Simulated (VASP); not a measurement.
# SnSe2 (P3m1) in VASP: further runs, part 2 of 2

VASP 6.6.1. Earlier steps stand in the parts before.

## 3. Single point, PBE (atom 2 (Se) moved by (+0.000, -0.600) A along x and z)

Input file INCAR:

```
SYSTEM = SnSe2
ALGO     = Normal         ! electronic algorithm
EDIFF    = 1E-6           ! SCF threshold, eV
ENCUT    = 520            ! plane-wave cutoff, eV
GGA      = PE             ! functional
ISIF     = 2              ! what is computed and relaxed
ISMEAR   = 0              ! smearing method
LASPH    = .TRUE.         ! aspherical terms in the spheres
LCHARG   = .TRUE.         ! write CHGCAR
LELF     = .TRUE.         ! ELF
LREAL    = .FALSE.        ! projectors in reciprocal space
LVHAR    = .TRUE.       
LWAVE    = .FALSE.        ! write WAVECAR
NBANDS   = 20             ! bands
NELM     = 60             ! most SCF steps
PREC     = Accurate       ! precision mode
SIGMA    = 0.05           ! smearing width, eV
```

Input file KPOINTS:

```
k-points
0
G
  12 12 6
  0 0 0
```

Input file POSCAR:

```
SnSe2
1.0
    3.8109987816      0.0000000000      0.0000000000
   -1.9054993908      3.3004217586      0.0000000000
    0.0000000000      0.0000000000      6.1370000000
Sn Se
1 2
Direct
    0.0000000000      0.0000000000      0.0000000000
    0.3333333333      0.6666666667      0.1522323611
    0.6666666667      0.3333333333      0.7500000000
```

Potentials or basis: VASP PAW PBE potentials, release 64 (Sn_d, Se).

The run is started by

```sh
$ cat potpaw_PBE.64/Sn_d/POTCAR potpaw_PBE.64/Se/POTCAR > POTCAR
$ mpirun -np 1 vasp_std > vasp.out
```

OUTCAR:

```text
SYSTEM = SnSe2
   EDIFF = 1E-6
   ENCUT = 520
   GGA = PE
   ISIF = 2
   ISMEAR = 0
   LASPH = .TRUE.
   LREAL = .FALSE.
   NELM = 60
   PREC = Accurate

 ion  position               nearest neighbor table
   1  0.000  0.000  0.000-   2 2.39   2 2.39   2 2.39   3 2.68   3 2.68   3 2.68
   2  0.333  0.667  0.152-   1 2.39   1 2.39   1 2.39
   3  0.667  0.333  0.750-   1 2.68   1 2.68   1 2.68

  LATTYP: Found a hexagonal cell.
 ALAT       =     3.8109987816
 C/A-ratio  =     1.6103390087

  Lattice vectors:

 A1 = (   3.8109987816,   0.0000000000,   0.0000000000)
 A2 = (  -1.9054993908,   3.3004217586,   0.0000000000)
 A3 = (   0.0000000000,   0.0000000000,   6.1370000000)

Analysis of symmetry for initial positions (statically):
=====================================================================
 Subroutine PRICEL returns:
 Original cell was already a primitive cell.

 Routine SETGRP: Setting up the symmetry group for a
 hexagonal supercell.

 Subroutine GETGRP returns: Found  6 space group operations
 (whereof  6 operations were pure point group operations)
 out of a pool of 24 trial point group operations.

The static configuration has the point symmetry C_3v.

Analysis of symmetry for dynamics (positions and initial velocities):
=====================================================================
 Subroutine PRICEL returns:
 Original cell was already a primitive cell.

 Routine SETGRP: Setting up the symmetry group for a
 hexagonal supercell.

 Subroutine GETGRP returns: Found  6 space group operations
 (whereof  6 operations were pure point group operations)
 out of a pool of 24 trial point group operations.

[... 112 lines left out ...]
   PSTRESS=    0.0 pullay stress
   NELECT =      26.0000    total number of electrons
   NUPDOWN=      -1.0000    fix difference up-down
   EMIN   =  10.00;   EMAX   =-10.00  energy-range for DOS
   EFERMI =   0.00;   METHOD = LEGACY
   ISMEAR =     0;   SIGMA  =   0.05  broadening in eV -4-tet -1-fermi 0-gaus
   EFERMI_NEDOS =   21; number of points for ismear=-14 and -15
   IALGO  =     38    algorithm
   IMIX   =      4    mixing-type and parameters
     AMIX     =   0.40;   BMIX     =  1.00
     AMIX_MAG =   1.60;   BMIX_MAG =  1.00
  volume/ion in A,a.u.               =      25.73       173.64
  Fermi-wavevector in a.u.,A,eV,Ry     =   1.139054  2.152501 17.652812  1.297445
  Thomas-Fermi vector in A             =   2.275758
   LORBIT       =      0    0 simple, 1 ext, 2 COOP (PROOUT), +10 PAW based schemes
   GGA     = PE    functional components
   LHFCALC =     F    Hartree Fock is set to
   AEXX    =    0.0000 exact exchange contribution
   IVDW    =     0    specifies the selected vdW correction
   LEPSILON=     F    determine dielectric tensor
   LRPA    =     F    only Hartree local field effects (RPA)
 non-spin polarized calculation
 Gauss-broadening in eV      SIGMA  =   0.05
  energy-cutoff  :      520.00
  volume of cell :       77.19
 maximum number of plane-waves:      2109
   NGX = 15   NGY = 15   NGZ = 23

 number of electron      26.0000006 magnetization

 Free energy of the ion-electron system (eV)
  ---------------------------------------------------
  ext. energy  EPLUGINS =         0.00000000
  ---------------------------------------------------
  free energy    TOTEN  =        -9.56825243 eV

  energy without entropy =       -9.56825243  energy(sigma->0) =       -9.56825243

 E-fermi :   4.6503     XC(G=0):  -9.1925

 val. band max:        4.3986826913   @ k =   0.0833   0.0833   0.0000
 cond. band min:       5.0935192045   @ k =   0.0000   0.0000   0.0000
 fundamental gap:      0.6948365131
 Fermi energy:         4.6503482318

 k-point     1 :       0.0000    0.0000    0.0000
  band No.  band energies     occupation
      1     -17.5771      2.00000
      2     -17.5771      2.00000
      3     -17.4931      2.00000
      4     -17.4299      2.00000
      5     -17.4299      2.00000
      6     -11.3235      2.00000
[... 541 lines left out ...]
     19      12.3016      0.00000
     20      12.9744      0.00000

 [... further k-points ...]

------------------------ aborting loop because EDIFF is reached ----------------------------------------

  FORCE on cell =-STRESS in cart. coord.  units (eV):
  Direction    XX          YY          ZZ          XY          YZ          ZX
  --------------------------------------------------------------------------------------
  -------------------------------------------------------------------------------------
  Total       12.3209168     12.3209168      8.2437524      0.0000000      0.0000000     -0.0000000
  in kB      255.7344471    255.7344471    171.1083271      0.0000000      0.0000000     -0.0000000
  external PRESSURE =     227.5257405 kB  Pullay stress =       0.0000000 kB

 VOLUME and BASIS-vectors are now :
 -----------------------------------------------------------------------------
  energy-cutoff  :      520.00
  volume of cell :       77.19
      direct lattice vectors                 reciprocal lattice vectors
     3.810998782  0.000000000  0.000000000     0.262398405  0.151495789  0.000000000
    -1.905499391  3.300421759  0.000000000     0.000000000  0.302991579  0.000000000
     0.000000000  0.000000000  6.137000000     0.000000000  0.000000000  0.162946065

 POSITION                                       TOTAL-FORCE (eV/Angst)
 -----------------------------------------------------------------------------------
      0.00000      0.00000      0.00000         0.000000      0.000000     -4.572705
     -0.00000      2.20028      0.93425         0.000000     -0.000000      6.141751
      1.90550      1.10014      4.60275        -0.000000      0.000000     -1.569046
 -----------------------------------------------------------------------------------
    total drift:                               -0.000000      0.000000     -0.000156

  FREE ENERGIE OF THE ION-ELECTRON SYSTEM (eV)
  ---------------------------------------------------
  free  energy   TOTEN  =        -9.5682524313 eV

  energy  without entropy=       -9.5682524313  energy(sigma->0) =       -9.56825243
```

stdout:

```text
POSCAR found type information on POSCAR SnSe
 POSCAR found :  2 types and       3 ions
 scaLAPACK will be used
 LDA part: xc-table for (Slater+PW92), standard interpolation
 POSCAR, INCAR and KPOINTS ok, starting setup
 FFT: planning ... GRIDC
 FFT: planning ... GRID_SOFT
 FFT: planning ... GRID
 WAVECAR not read
 entering main loop
```

Wall time 84 s (1 thread of Intel Xeon 6975P-C (Granite Rapids), shared host); peak memory 0.28 GiB.

Results:

```yaml
Free_energy: -9.5683 eV
Pressure: 22.8 GPa
Largest_force: 6.142 eV/Å
Band_gap_on_the_k_mesh: 0.69 eV (least direct gap 1.08 eV)
```

Forces in eV/Å, atoms in the order of the input:
```
Sn   0.000  0.000 -4.573
Se   0.000  0.000  6.142
Se   0.000  0.000 -1.569
```

Levels at points of the mesh, in eV from the valence-band top:
```csv
k point,band 11,band 12,band 13,band 14,band 15,band 16
"(0.00, 0.00, 0.00)",-0.55,-0.55,-0.40,0.69,2.85,3.99
"(0.50, 0.00, 0.00)",-2.49,-0.92,-0.35,0.73,3.59,6.41
"(0.00, 0.00, 0.50)",-1.49,-0.52,-0.52,0.83,3.11,3.84
"(0.50, 0.00, 0.50)",-1.98,-1.09,-0.49,1.23,3.81,6.14
```

Caveat: the cell differs from its parent crystal (atom 2 (Se) moved by (+0.000, -0.600) A along x and z); the cell stands under pressure; spin-orbit coupling is left out, which moves the levels of the heavy elements; this functional lacks dispersion, which binds the layers, so the pressure and a relaxed spacing across them are unreliable; forces of over 1 eV/Å act on the atoms, so gaps and moduli don't describe the material at rest.

## 4. Single point, PBE (atom 2 (Se) moved by (+0.000, -0.300) A along x and z)

Input file INCAR:

```
  PREC = Accurate
  ENCUT = 520
  EDIFF = 1E-6
  ISMEAR = 0
  SIGMA = 0.05
  LREAL = F
  LASPH = T
  NELM = 60
  ALGO = Normal
  ISIF = 2
  LWAVE = F
  LCHARG = F
  GGA = PE
  NBANDS = 20
```

Input file KPOINTS:

```
regular mesh
0
Gamma
  12 12 6
```

Edit POSCAR of step 3 so:

```diff
@@ -9,3 +9,3 @@
     0.0000000000      0.0000000000      0.0000000000
-    0.3333333333      0.6666666667      0.1522323611
+    0.3333333333      0.6666666667      0.2011161805
     0.6666666667      0.3333333333      0.7500000000
```

Potentials or basis: VASP PAW PBE potentials, release 64 (Sn_d, Se).

The run is started by

```sh
$ cat potpaw_PBE.64/Sn_d/POTCAR potpaw_PBE.64/Se/POTCAR > POTCAR
$ mpirun -np 1 vasp_std > vasp.out
```

OUTCAR:

```text
PREC = Accurate
   ENCUT = 520
   EDIFF = 1E-6
   ISMEAR = 0
   LREAL = F
   LASPH = T
   NELM = 60
   ISIF = 2
   GGA = PE

 ion  position               nearest neighbor table
   1  0.000  0.000  0.000-   2 2.52   2 2.52   2 2.52   3 2.68   3 2.68   3 2.68
   2  0.333  0.667  0.201-   1 2.52   1 2.52   1 2.52
   3  0.667  0.333  0.750-   1 2.68   1 2.68   1 2.68

  LATTYP: Found a hexagonal cell.
 ALAT       =     3.8109987816
 C/A-ratio  =     1.6103390087

  Lattice vectors:

 A1 = (   3.8109987816,   0.0000000000,   0.0000000000)
 A2 = (  -1.9054993908,   3.3004217586,   0.0000000000)
 A3 = (   0.0000000000,   0.0000000000,   6.1370000000)

Analysis of symmetry for initial positions (statically):
=====================================================================
 Subroutine PRICEL returns:
 Original cell was already a primitive cell.

 Routine SETGRP: Setting up the symmetry group for a
 hexagonal supercell.

 Subroutine GETGRP returns: Found  6 space group operations
[... 162 lines left out ...]
  ---------------------------------------------------
  free energy    TOTEN  =       -11.08584121 eV

  energy without entropy =      -11.08584121  energy(sigma->0) =      -11.08584121

 E-fermi :   4.5981     XC(G=0):  -9.3254

 val. band max:        4.2960292788   @ k =   0.0833   0.0000   0.0000
 cond. band min:       5.0955125068   @ k =   0.5000  -0.0000   0.1667
 fundamental gap:      0.7994832281
 Fermi energy:         4.5980633043

 k-point     1 :       0.0000    0.0000    0.0000
  band No.  band energies     occupation
      1     -17.2889      2.00000
      2     -17.2889      2.00000
      3     -17.2351      2.00000
      4     -17.2056      2.00000
      5     -17.2056      2.00000
      6     -10.5133      2.00000
[... 541 lines left out ...]
     19      12.4348      0.00000
     20      12.9724      0.00000

 [... further k-points ...]

------------------------ aborting loop because EDIFF is reached ----------------------------------------

  FORCE on cell =-STRESS in cart. coord.  units (eV):
  Direction    XX          YY          ZZ          XY          YZ          ZX
  --------------------------------------------------------------------------------------
  -------------------------------------------------------------------------------------
  Total        5.9224951      5.9224951      6.7706484      0.0000000     -0.0000000      0.0000000
  in kB      122.9280295    122.9280295    140.5324024      0.0000000     -0.0000000      0.0000000
  external PRESSURE =     128.7961538 kB  Pullay stress =       0.0000000 kB

 VOLUME and BASIS-vectors are now :
 -----------------------------------------------------------------------------
  energy-cutoff  :      520.00
  volume of cell :       77.19
      direct lattice vectors                 reciprocal lattice vectors
     3.810998782  0.000000000  0.000000000     0.262398405  0.151495789  0.000000000
    -1.905499391  3.300421759  0.000000000     0.000000000  0.302991579  0.000000000
     0.000000000  0.000000000  6.137000000     0.000000000  0.000000000  0.162946065

 POSITION                                       TOTAL-FORCE (eV/Angst)
 -----------------------------------------------------------------------------------
      0.00000      0.00000      0.00000         0.000000     -0.000000     -2.601356
     -0.00000      2.20028      1.23425        -0.000000      0.000000      3.761366
      1.90550      1.10014      4.60275        -0.000000     -0.000000     -1.160010
 -----------------------------------------------------------------------------------
    total drift:                                0.000000     -0.000000     -0.000323

  FREE ENERGIE OF THE ION-ELECTRON SYSTEM (eV)
  ---------------------------------------------------
  free  energy   TOTEN  =       -11.0858412124 eV

  energy  without entropy=      -11.0858412124  energy(sigma->0) =      -11.08584121
```

OSZICAR:

```text
N       E                     dE             d eps       ncg     rms          rms(c)
DAV:   1     0.209914099715E+03    0.20991E+03   -0.12188E+04  4152   0.148E+03
DAV:   2     0.123375235112E+02   -0.19758E+03   -0.19008E+03  4324   0.390E+02
DAV:   3    -0.106649273050E+02   -0.23002E+02   -0.22529E+02  4844   0.115E+02
DAV:   4    -0.114510749548E+02   -0.78615E+00   -0.78478E+00  4864   0.226E+01
DAV:   5    -0.114702524019E+02   -0.19177E-01   -0.19176E-01  5528   0.359E+00    0.594E+00
DAV:   6    -0.111261937426E+02    0.34406E+00   -0.61765E-01  6144   0.864E+00    0.381E+00
DAV:   7    -0.110866640163E+02    0.39530E-01   -0.26559E-01  5164   0.344E+00    0.118E+00
DAV:   8    -0.110853501065E+02    0.13139E-02   -0.24529E-02  4896   0.163E+00    0.325E-01
DAV:   9    -0.110857607148E+02   -0.41061E-03   -0.27591E-03  4720   0.410E-01    0.910E-02
DAV:  10    -0.110857970734E+02   -0.36359E-04   -0.30172E-04  4808   0.111E-01    0.409E-02
DAV:  11    -0.110858310815E+02   -0.34008E-04   -0.46248E-05  4604   0.411E-02    0.102E-02
DAV:  12    -0.110858392934E+02   -0.82119E-05   -0.12857E-05  4728   0.234E-02    0.500E-03
DAV:  13    -0.110858411375E+02   -0.18441E-05   -0.34932E-06  4200   0.160E-02    0.233E-03
DAV:  14    -0.110858412124E+02   -0.74921E-07   -0.21427E-07  2960   0.395E-03
   1 F= -.11085841E+02 E0= -.11085841E+02  d E =-.317113E-19
```

Run time: 73 s. Hardware: 1 thread of Intel Xeon 6975P-C (Granite Rapids), shared host; peak memory 0.28 GiB.

What came out:

```
Free energy            : -11.0858 eV
Pressure               : 12.9 GPa
Largest force          : 3.761 eV/Å
Band gap on the k mesh : 0.80 eV (least direct gap 0.88 eV)
```

Forces in eV/Å, atoms in the order of the input:
```
Sn   0.000  0.000 -2.601
Se   0.000  0.000  3.761
Se   0.000  0.000 -1.160
```

Stress tensor (GPa, compression positive):
```
12.29  0.00  0.00
 0.00 12.29  0.00
 0.00  0.00 14.05
```

Levels at points of the mesh, in eV from the valence-band top:
```tsv
k point	band 9	band 10	band 11	band 12	band 13	band 14	band 15	band 16	band 17	band 18
(0.00, 0.00, 0.00)	-1.68	-1.68	-0.43	-0.43	0.00	0.88	2.63	4.30	4.30	7.66
(0.50, 0.00, 0.00)	-4.85	-3.57	-2.75	-0.92	-0.42	0.84	3.70	5.90	6.03	8.19
(0.00, 0.00, 0.50)	-1.70	-1.69	-1.69	-0.38	-0.38	1.59	2.91	4.11	4.11	8.04
(0.50, 0.00, 0.50)	-5.15	-3.50	-2.07	-0.90	-0.65	1.03	4.06	5.46	6.03	6.77
```

Caveat: the cell differs from its parent crystal (atom 2 (Se) moved by (+0.000, -0.300) A along x and z); the cell stands under pressure; spin-orbit coupling is left out, which moves the levels of the heavy elements; this functional lacks dispersion, which binds the layers, so the pressure and a relaxed spacing across them are unreliable; forces of over 1 eV/Å act on the atoms, so gaps and moduli don't describe the material at rest.

## 5. Overview

```csv
cell,gap on the mesh (eV),pressure (GPa),largest force (eV/Å)
"as given, atomic positions A",none,0.1,2.17
"as given, atomic positions B",0.69,22.8,6.14
"as given, atomic positions C",0.80,12.9,3.76
```

Alike in all rows: task single point; level PBE; potentials or basis VASP PAW PBE potentials, release 64 (Sn_d, Se); no spin polarisation; k mesh 12 × 12 × 6; cutoff (eV) 520; smearing gaussian 0.05 eV.

Caveats: spin-orbit coupling is left out, which moves the levels of the heavy elements; forces of over 1 eV/Å act on the atoms, so gaps and moduli don't describe the material at rest; the cell stands under pressure (at least some runs); this functional lacks dispersion, which binds the layers, so the pressure and a relaxed spacing across them are unreliable (at least some runs).

Absolute energies hang on the potentials; compare differences alone.
